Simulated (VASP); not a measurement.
# NaCdCl3 (Cmmm) in VASP: single point with PBE

Aim: the single point of NaCdCl3 with PBE.

Program: VASP 6.6.1. These are calculated values, not measurements. Logs are shortened: lines on timing, memory, paths and dates and some standing lists are left out, and cuts for length are marked.

## 1. The cell of the first run

The structure is orthorhombic, space group Cmmm (No. 65). The conventional cell has a = 7.162 Å, b = 7.454 Å, c = 5.167 Å, α = 90.00°, β = 90.00°, γ = 90.00°. Within 4.7 Å of Na (site symmetry mmm) lie 12 Cl at 3.58 to 3.73 Å and 8 Cd at 4.42 to 4.53 Å. Cd (site symmetry mmm) has 6 Cl at 2.58 Å within 3.4 Å. Cl (site symmetry mmm) has 2 Cd at 2.58 Å within 3.4 Å. Within 3.4 Å of Cl (site symmetry 2/m) lie 2 Cd at 2.58 Å.

## 2. Single point, PBE (shear xy strain +4.0%)

The input, INCAR:

```
  PREC = Accurate
  ENCUT = 520
  EDIFF = 1E-6
  ISMEAR = -1
  SIGMA = 0.02
  LREAL = F
  LASPH = T
  NELM = 100
  ALGO = Normal
  ISIF = 2
  LWAVE = F
  LCHARG = F
  GGA = PE
  NBANDS = 28
```

The input, KPOINTS:

```
Automatic mesh
0
Gamma
  6 6 6
```

The input, POSCAR:

```
NaCdCl3
1.0
    5.1673050428      0.1033461009      0.0000000000
    0.1033461009      5.1673050428      0.0000000000
    0.0000000000      0.0000000000      5.1673050428
Na Cd Cl
1 1 3
Direct
    0.0000000000      0.0000000000      0.0000000000
    0.5000000000      0.5000000000      0.5000000000
    0.5000000000      0.5000000000      0.0000000000
    0.5000000000      0.0000000000      0.5000000000
    0.0000000000      0.5000000000      0.5000000000
```

Potentials or basis: VASP PAW PBE potentials, release 64 (Na_pv, Cd, Cl).

Started as:

```sh
$ cat potpaw_PBE.64/Na_pv/POTCAR potpaw_PBE.64/Cd/POTCAR potpaw_PBE.64/Cl/POTCAR > POTCAR
$ mpirun -np 1 vasp_std > vasp.out
```

OUTCAR:

```text
PREC = Accurate
   ENCUT = 520
   EDIFF = 1E-6
   ISMEAR = -1
   LREAL = F
   LASPH = T
   NELM = 100
   ISIF = 2
   GGA = PE

 ion  position               nearest neighbor table
   1  0.000  0.000  0.000-
   2  0.500  0.500  0.500-   3 2.58   3 2.58   5 2.58   4 2.58   4 2.58   5 2.58
   3  0.500  0.500  0.000-   2 2.58   2 2.58
   4  0.500  0.000  0.500-   2 2.58   2 2.58
   5  0.000  0.500  0.500-   2 2.58   2 2.58

  LATTYP: Found a base centered orthorhombic cell.
 ALAT       =     7.1615194149
 B/A-ratio  =     1.0408163265
 C/A-ratio  =     0.7215375318

  Lattice vectors:

 A1 = (  -0.1033461009,  -5.1673050428,   0.0000000000)
 A2 = (   5.1673050428,   0.1033461009,   0.0000000000)
 A3 = (   0.0000000000,   0.0000000000,   5.1673050428)

Analysis of symmetry for initial positions (statically):
=====================================================================
 Subroutine PRICEL returns:
 Original cell was already a primitive cell.

 Routine SETGRP: Setting up the symmetry group for a
 base centered orthorhombic supercell.

 Subroutine GETGRP returns: Found  8 space group operations
 (whereof  8 operations were pure point group operations)
 out of a pool of  8 trial point group operations.

The static configuration has the point symmetry D_2h.

Analysis of symmetry for dynamics (positions and initial velocities):
=====================================================================
 Subroutine PRICEL returns:
 Original cell was already a primitive cell.

 Routine SETGRP: Setting up the symmetry group for a
 base centered orthorhombic supercell.

 Subroutine GETGRP returns: Found  8 space group operations
 (whereof  8 operations were pure point group operations)
 out of a pool of  8 trial point group operations.

The dynamic configuration has the point symmetry D_2h.

 Subroutine INISYM returns: Found  8 space group operations
 (whereof  8 operations are pure point group operations),
 and found     1 'primitive' translations

----------------------------------------------------------------------------------------

                                     Primitive cell

  volume of cell :     137.9172

  direct lattice vectors                    reciprocal lattice vectors
     5.167305043  0.103346101  0.000000000     0.193601917 -0.003872038  0.000000000
     0.103346101  5.167305043  0.000000000    -0.003872038  0.193601917  0.000000000
     0.000000000  0.000000000  5.167305043     0.000000000  0.000000000  0.193524476

  length of vectors
     5.168338400  5.168338400  5.167305043     0.193640633  0.193640633  0.193524476

  position of ions in fractional coordinates (direct lattice)
     0.000000000  0.000000000  0.000000000
     0.500000000  0.500000000  0.500000000
     0.500000000  0.500000000  0.000000000
     0.500000000  0.000000000  0.500000000
     0.000000000  0.500000000  0.500000000

  ion indices of the primitive-cell ions
   primitive index   ion index
                 1           1
                 2           2
                 3           3
                 4           4
                 5           5

----------------------------------------------------------------------------------------

 KPOINTS: Automatic mesh

Automatic generation of k-mesh.
 Grid dimensions read from file:
 generate k-points for:    6    6    6

 Generating k-lattice:

  Cartesian coordinates                     Fractional coordinates (reciprocal lattice)
     0.032266986 -0.000645340  0.000000000     0.166666667 -0.000000000  0.000000000
    -0.000645340  0.032266986  0.000000000    -0.000000000  0.166666667  0.000000000
     0.000000000  0.000000000  0.032254079     0.000000000  0.000000000  0.166666667

  Length of vectors
     0.032273439  0.032273439  0.032254079

  Shift w.r.t. Gamma in fractional coordinates (k-lattice)
     0.000000000  0.000000000  0.000000000

 Subroutine IBZKPT returns following result:
 ===========================================

 Found     52 irreducible k-points:

 Following reciprocal coordinates:
            Coordinates               Weight
  0.000000  0.000000  0.000000      1.000000
  0.166667 -0.000000  0.000000      4.000000
  0.333333 -0.000000  0.000000      4.000000
  0.500000  0.000000  0.000000      2.000000
  0.166667  0.166667  0.000000      2.000000
  0.333333  0.166667  0.000000      4.000000
[... 16 lines left out ...]
  0.333333  0.333333  0.166667      4.000000
  0.500000  0.333333  0.166667      8.000000
 [... further k-points ...]
   k-points           NKPTS =     52   k-points in BZ     NKDIM =     52   number of bands    NBANDS=     28
   number of dos      NEDOS =    301   number of ions     NIONS =      5
   total plane-waves  NPLWV =  64000
   dimension x,y,z NGX =    40 NGY =   40 NGZ =   40
   dimension x,y,z NGXF=    80 NGYF=   80 NGZF=   80
   ions per type =               1   1   3
   NGX,Y,Z   is equivalent  to a cutoff of  12.87, 12.87, 12.87 a.u.
   NGXF,Y,Z  is equivalent  to a cutoff of  25.73, 25.73, 25.74 a.u.
 SYSTEM =  unknown system
   PREC   = accura    normal or accurate (medium, high low for compatibility)
   ISTART =      0    job   : 0-new  1-cont  2-samecut
   ICHARG =      2    charge: 1-file 2-atom 10-const
   ISPIN  =      1    spin polarized calculation?
   LNONCOLLINEAR =      F non collinear calculations
   LSORBIT =      F    spin-orbit coupling
   LASPH  =      T    aspherical Exc in radial PAW
   ENCUT  =  520.0 eV  38.22 Ry    6.18 a.u.   9.61  9.61  9.61*2*pi/ulx,y,z
   NELM   =    100;   NELMIN=  2; NELMDL= -5     # of ELM steps
   EDIFF  = 0.1E-05   stopping-criterion for ELM
   LREAL  =      F    real-space projection
   EDIFFG = 0.1E-04   stopping-criterion for IOM
   NSW    =      0    number of steps for IOM
   IBRION =     -1    ionic relax: 0-MD 1-quasi-New 2-CG
   NFREE  =      0    steps in history (QN), initial steepest desc. (CG)
   ISIF   =      2    stress and relaxation
   ISYM   =      2    0-nonsym 1-usesym 2-fastsym
   POTIM  = 0.5000    time-step for ionic-motion
   TEBEG  =    0.0;   TEEND  =   0.0 temperature during run
   PSTRESS=    0.0 pullay stress
   NELECT =      40.0000    total number of electrons
   NUPDOWN=      -1.0000    fix difference up-down
   EMIN   =  10.00;   EMAX   =-10.00  energy-range for DOS
   EFERMI =   0.00;   METHOD = LEGACY
   ISMEAR =    -1;   SIGMA  =   0.02  broadening in eV -4-tet -1-fermi 0-gaus
   EFERMI_NEDOS =   21; number of points for ismear=-14 and -15
   IALGO  =     38    algorithm
   IMIX   =      4    mixing-type and parameters
     AMIX     =   0.40;   BMIX     =  1.00
     AMIX_MAG =   1.60;   BMIX_MAG =  1.00
  volume/ion in A,a.u.               =      27.58       186.14
  Fermi-wavevector in a.u.,A,eV,Ry     =   1.083649  2.047800 15.977256  1.174295
  Thomas-Fermi vector in A             =   2.219720
   LORBIT       =      0    0 simple, 1 ext, 2 COOP (PROOUT), +10 PAW based schemes
   GGA     = PE    functional components
   LHFCALC =     F    Hartree Fock is set to
   AEXX    =    0.0000 exact exchange contribution
   IVDW    =     0    specifies the selected vdW correction
   LEPSILON=     F    determine dielectric tensor
   LRPA    =     F    only Hartree local field effects (RPA)
 non-spin polarized calculation
  energy-cutoff  :      520.00
  volume of cell :      137.92
 maximum number of plane-waves:      3742
 NGX is ok and might be reduce to    40
   NGX = 19   NGY = 19   NGZ = 19

 number of electron      40.0000020 magnetization

 Free energy of the ion-electron system (eV)
  ---------------------------------------------------
  ext. energy  EPLUGINS =         0.00000000
  ---------------------------------------------------
  free energy    TOTEN  =       -13.63246800 eV

  energy without entropy =      -13.63246800  energy(sigma->0) =      -13.63246800

 E-fermi :   0.0233     XC(G=0):  -7.8901

 val. band max:       -0.4906172893   @ k =   0.5000   0.5000   0.5000
 cond. band min:       1.3672829058   @ k =   0.0000   0.0000   0.0000
 fundamental gap:      1.8579001951
 Fermi energy:         0.0232923097

 k-point     1 :       0.0000    0.0000    0.0000
  band No.  band energies     occupation
      1     -23.6457      2.00000
      2     -23.6449      2.00000
      3     -23.6435      2.00000
      4     -14.2771      2.00000
      5     -13.6967      2.00000
      6     -13.6870      2.00000
[... 20 lines left out ...]
     27       8.5398      0.00000
     28       9.4831      0.00000

 k-point     2 :       0.1667   -0.0000    0.0000
  band No.  band energies     occupation
      1     -23.6457      2.00000
      2     -23.6449      2.00000
      3     -23.6435      2.00000
      4     -14.2356      2.00000
      5     -13.7015      2.00000
      6     -13.6913      2.00000
[... 20 lines left out ...]
     27       8.6350      0.00000
     28       9.5609      0.00000

 k-point     3 :       0.3333   -0.0000    0.0000
  band No.  band energies     occupation
      1     -23.6458      2.00000
      2     -23.6448      2.00000
      3     -23.6436      2.00000
      4     -14.1425      2.00000
      5     -13.7292      2.00000
      6     -13.6904      2.00000
[... 20 lines left out ...]
     27       8.9812      0.00000
     28       9.1886      0.00000

 k-point     4 :       0.5000    0.0000    0.0000
  band No.  band energies     occupation
      1     -23.6458      2.00000
      2     -23.6448      2.00000
      3     -23.6436      2.00000
      4     -14.0873      2.00000
      5     -13.7512      2.00000
      6     -13.6893      2.00000
[... 20 lines left out ...]
     27       9.0088      0.00000
     28       9.3019      0.00000

 k-point     5 :       0.1667    0.1667    0.0000
  band No.  band energies     occupation
      1     -23.6458      2.00000
      2     -23.6448      2.00000
      3     -23.6435      2.00000
      4     -14.1988      2.00000
      5     -13.7028      2.00000
      6     -13.6926      2.00000
[... 20 lines left out ...]
     27       8.8783      0.00000
     28       9.3595      0.00000

 k-point     6 :       0.3333    0.1667    0.0000
  band No.  band energies     occupation
      1     -23.6458      2.00000
      2     -23.6448      2.00000
      3     -23.6436      2.00000
      4     -14.1080      2.00000
      5     -13.7239      2.00000
      6     -13.6939      2.00000
[... 463 lines left out ...]
      5     -13.7350      2.00000
      6     -13.7018      2.00000
[... 20 lines left out ...]
     27       8.6459      0.00000
     28       9.1109      0.00000

 k-point    22 :      -0.1667    0.1667    0.1667
  band No.  band energies     occupation
      1     -23.6457      2.00000
      2     -23.6449      2.00000
      3     -23.6435      2.00000
      4     -14.1486      2.00000
      5     -13.7077      2.00000
      6     -13.7055      2.00000
[... 20 lines left out ...]
     27       8.7826      0.00000
     28       9.2945      0.00000

 k-point    23 :       0.3333    0.3333    0.1667
  band No.  band energies     occupation
      1     -23.6459      2.00000
      2     -23.6449      2.00000
      3     -23.6437      2.00000
      4     -13.9820      2.00000
      5     -13.7310      2.00000
      6     -13.7018      2.00000
[... 20 lines left out ...]
     27       8.1300      0.00000
     28       8.8054      0.00000

 k-point    24 :       0.5000    0.3333    0.1667
  band No.  band energies     occupation
      1     -23.6459      2.00000
      2     -23.6449      2.00000
      3     -23.6437      2.00000
      4     -13.9172      2.00000
      5     -13.7559      2.00000
      6     -13.7041      2.00000
[... 20 lines left out ...]
     27       8.0626      0.00000
     28       8.6552      0.00000

 [... further k-points ...]
[... 5 lines left out ...]
  --------------------------------------------------------------------------------------
  -------------------------------------------------------------------------------------
  Total        0.9701528      0.9701528      0.9700864     -0.2548722      0.0000000      0.0000000
  in kB       11.2702138     11.2702138     11.2694432     -2.9608371      0.0000000      0.0000000
  external PRESSURE =      11.2699570 kB  Pullay stress =       0.0000000 kB

 VOLUME and BASIS-vectors are now :
 -----------------------------------------------------------------------------
  energy-cutoff  :      520.00
  volume of cell :      137.92
      direct lattice vectors                 reciprocal lattice vectors
     5.167305043  0.103346101  0.000000000     0.193601917 -0.003872038  0.000000000
     0.103346101  5.167305043  0.000000000    -0.003872038  0.193601917  0.000000000
     0.000000000  0.000000000  5.167305043     0.000000000  0.000000000  0.193524476

 POSITION                                       TOTAL-FORCE (eV/Angst)
 -----------------------------------------------------------------------------------
      0.00000      0.00000      0.00000         0.000000      0.000000      0.000000
      2.63533      2.63533      2.58365        -0.000000      0.000000      0.000000
      2.63533      2.63533      0.00000         0.000000      0.000000      0.000000
      2.58365      0.05167      2.58365         0.000000      0.000000      0.000000
      0.05167      2.58365      2.58365         0.000000      0.000000      0.000000
 -----------------------------------------------------------------------------------
    total drift:                                0.000000      0.000000     -0.000000

  FREE ENERGIE OF THE ION-ELECTRON SYSTEM (eV)
  ---------------------------------------------------
  free  energy   TOTEN  =       -13.6324679978 eV

  energy  without entropy=      -13.6324679978  energy(sigma->0) =      -13.63246800
```

It took 77 s on 1 thread of AMD EPYC 9R45 (Zen 5), shared host; peak memory 0.32 GiB.

What came out:

```yaml
Free_energy: -13.6325 eV
Pressure: 1.1 GPa
Band_gap_on_the_k_mesh: 1.86 eV (least direct gap 2.58 eV)
```

Levels at points of the mesh, in eV from the valence-band top:
| k point | band 16 | band 17 | band 18 | band 19 | band 20 | band 21 | band 22 | band 23 | band 24 | band 25 |
| --- | --- | --- | --- | --- | --- | --- | --- | --- | --- | --- |
| (0.00, 0.00, 0.00) | -0.95 | -0.94 | -0.85 | -0.82 | -0.72 | 1.86 | 3.80 | 7.92 | 7.94 | 8.98 |
| (0.50, 0.00, 0.00) | -1.12 | -1.11 | -1.11 | -0.87 | -0.87 | 4.55 | 5.41 | 6.28 | 8.58 | 8.59 |
| (0.50, 0.50, 0.00) | -1.41 | -1.12 | -1.06 | -0.35 | -0.01 | 5.76 | 6.38 | 7.01 | 7.13 | 7.83 |
| (0.00, 0.00, 0.50) | -1.15 | -1.11 | -1.09 | -0.99 | -0.73 | 4.55 | 5.41 | 6.28 | 8.50 | 8.59 |
| (0.50, 0.00, 0.50) | -1.42 | -1.10 | -1.09 | -0.35 | -0.03 | 5.77 | 6.38 | 7.05 | 7.07 | 7.82 |
| (0.50, 0.50, 0.50) | -0.35 | -0.34 | -0.33 | -0.02 | 0.00 | 4.67 | 6.30 | 6.42 | 6.53 | 8.25 |

Caveat: the cell differs from its parent crystal (shear xy strain +4.0%). A k mesh can miss the band edges.
